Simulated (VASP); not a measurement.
A run of VASP 6.6.1 is set up as follows.

The input INCAR:

```
SYSTEM = TiRh
ALGO = Normal
EDIFF = 1E-7
ENCUT = 520
GGA = CA
ISIF = 2
ISMEAR = -1
LASPH = .TRUE.
LCHARG = .FALSE.
LREAL = .FALSE.
LWAVE = .FALSE.
NBANDS = 20
NELM = 60
PREC = Accurate
SIGMA = 0.05
```

The input KPOINTS:

```
k-points
0
G
  13 13 13
  0 0 0
```

The input POSCAR:

```
TiRh
1.0
    3.0445830232      0.0000000000      0.0000000000
    0.0000000000      3.0445830232      0.0000000000
    0.0000000000      0.0000000000      3.0445830232
Ti Rh
1 1
Direct
    0.5000000000      0.5000000000      0.5000000000
    0.0000000000      0.0000000000      0.0000000000
```

Potentials or basis: VASP PAW LDA potentials, release 64 (Ti_sv, Rh_pv).

Launch:

```sh
$ cat potpaw_LDA.64/Ti_sv/POTCAR potpaw_LDA.64/Rh_pv/POTCAR > POTCAR
$ mpirun -np 1 vasp_std > vasp.out
```

Q: Predict the pressure.

A: 0.5 GPa.
